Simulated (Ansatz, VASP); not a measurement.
# One calculation of Gd, two programs

The input INCAR:

```
PREC = Accurate
ENCUT = 520
EDIFF = 1E-6
ISMEAR = -1
SIGMA = 0.05
LREAL = False
LASPH = True
NELM = 150
ALGO = Normal
ISIF = 2
LWAVE = False
LCHARG = False
ISPIN = 2
MAGMOM = 7
LORBIT = 11
LMAXMIX = 6
GGA = PE
NBANDS = 19
```

KPOINTS

```
regular mesh
0
Gamma
  13 13 13
```

The input POSCAR:

```
Gd
1.0
    0.0000000000      2.3613245461      2.3613245461
    2.3613245461      0.0000000000      2.3613245461
    2.3613245461      2.3613245461      0.0000000000
Gd
1
Direct
    0.0000000000      0.0000000000      0.0000000000
```

Input for Ansatz:

```yaml
crystal:
  lattice:
    - [0.0, 2.3613245461, 2.3613245461]
    - [2.3613245461, 0.0, 2.3613245461]
    - [2.3613245461, 2.3613245461, 0.0]
  atoms:
    - { symbol: Gd, position: [0.0, 0.0, 0.0], spin: 7.0 }
magnetization:
  spin_polarized: true
kpoints:
  mp_grid: { grid: [13, 13, 13] }
scf:
  occupations: { method: fermi_dirac, width: 0.05 }
hamiltonian:
  xc: pbe
  pseudopotentials: { kind: paw }
output:
  forces: true
  stress: true
  eigenvalues: true
  populations: true
```

Change from the starting cell: volume scaled by 0.8, PAW files.

Alike in both runs: task single point; functional PBE; k mesh 13 × 13 × 13; occupations fermi-dirac, width 0.05 eV; collinear spin.

|  | VASP | Ansatz |
| --- | --- | --- |
| version | VASP 6.6.1 | Ansatz 0.2.0 |
| potentials or method | VASP PAW PBE potentials, release 64 (Gd) | PAW with Ansatz's default frozen-core files, scalar-relativistic |
| plane-wave cutoff (eV) | 520 | 420 |
| valence electrons in the cell | 18 | 18 |

|  | VASP | Ansatz | Ansatz less VASP |
| --- | --- | --- | --- |
| pressure (GPa) | 10.3 | 10.3 | +0.01 |
| net moment per atom (μB) | 7.29 | 7.29 | -0.002 |
| size of the moment on the site where the two differ most (μB) | 6.88 | 7.12 | +0.240 |

Site moments also hang on the region over which each program counts them. With one functional, cell and mesh, what is left measures potentials, basis and numerics.

Spin-orbit coupling is off throughout.
